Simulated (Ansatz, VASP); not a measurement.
# One calculation of TiO2, two programs

The input POSCAR:

```
TiO2
1.0
    5.5619878339      0.0000000000      0.0000000000
   -2.7809939170      4.8168227597      0.0000000000
    0.0000000000      0.0000000000      6.3026340651
Ti O
3 6
Direct
    0.4661652025      0.0000000000      0.3333333333
    0.0000000000      0.4661652025      0.6666666667
    0.5338347975      0.5338347975      0.0000000000
    0.4189423308      0.2717377456      0.2136010424
    0.7282622544      0.1472045851      0.5469343757
    0.8527954149      0.5810576692      0.8802677091
    0.2717377456      0.4189423308      0.7863989576
    0.1472045851      0.7282622544      0.4530656243
    0.5810576692      0.8527954149      0.1197322909
```

Contents of INCAR.step1:

```
PREC = Accurate
ENCUT = 520
ISMEAR = 0
SIGMA = 0.05
LREAL = False
LASPH = True
NELM = 60
NBANDS = 46
GGA = PE
ALGO = Normal
EDIFF = 1E-4
LWAVE = True
LCHARG = False
```

Contents of INCAR.step2:

```
PREC = Accurate
ENCUT = 520
EDIFF = 1E-7
ISMEAR = 0
SIGMA = 0.05
LREAL = False
LASPH = True
NELM = 60
ALGO = Normal
ISIF = 2
LWAVE = False
LCHARG = False
METAGGA = R2SCAN
LMIXTAU = True
NBANDS = 46
ISTART = 1
```

Contents of KPOINTS:

```
regular mesh
0
Gamma
  6 6 4
```

Input for Ansatz:

```yaml
crystal:
  lattice:
    - [5.5619878339, 0.0, 0.0]
    - [-2.780993917, 4.8168227597, 0.0]
    - [0.0, 0.0, 6.3026340651]
  atoms:
    - { symbol: Ti, position: [0.4661652025, 0.0, 0.3333333333] }
    - { symbol: Ti, position: [0.0, 0.4661652025, 0.6666666667] }
    - { symbol: Ti, position: [0.5338347975, 0.5338347975, 0.0] }
    - { symbol: O, position: [0.4189423308, 0.2717377456, 0.2136010424] }
    - { symbol: O, position: [0.7282622544, 0.1472045851, 0.5469343757] }
    - { symbol: O, position: [0.8527954149, 0.5810576692, 0.8802677091] }
    - { symbol: O, position: [0.2717377456, 0.4189423308, 0.7863989576] }
    - { symbol: O, position: [0.1472045851, 0.7282622544, 0.4530656243] }
    - { symbol: O, position: [0.5810576692, 0.8527954149, 0.1197322909] }
basis:
  ecutwfc: 500
kpoints:
  mp_grid: { grid: [6, 6, 4] }
hamiltonian:
  xc: r2scan
scf:
  occupations: { method: gaussian, width: 0.05 }
output:
  forces: true
  stress: true
  eigenvalues: true
```

Change from the starting cell: strain +0.000 along x and y, +0.040 along z, atoms carried along.

Alike in both runs: task single point; functional r2SCAN; k mesh 6 × 6 × 4; occupations gaussian, width 0.05 eV; no spin polarisation.

|  | VASP | Ansatz |
| --- | --- | --- |
| version | VASP 6.6.1 | Ansatz 0.2.0 |
| potentials or method | VASP PAW PBE potentials, release 64 (Ti_sv, O), cutoff 520 eV | scalar-relativistic, plane waves, PAW |
| valence electrons in the cell | 72 | 72 |

VASP gave:

| Property | Result |
| --- | --- |
| gap on the k mesh at the Fermi level (eV) | 3.85 |
| least direct gap on the mesh (eV) | 3.85 |
| pressure (GPa) | -4.1 |
| traceless stress, the component that is largest in VASP (GPa) | -1.41 |
| rms of the force components (eV/Å) | 0.193 |

**Question.** What did Ansatz give for the same quantities?

**Answer.** gap on the k mesh at the Fermi level (eV): 3.85; least direct gap on the mesh (eV): 3.85; pressure (GPa): -4.8; traceless stress, the component that is largest in VASP (GPa): -1.43; rms of the force components (eV/Å): 0.210.

VASP's potentials were made for PBE, not for r2SCAN. Atom by atom the forces differ by 0.030 eV/Å (rms over components).
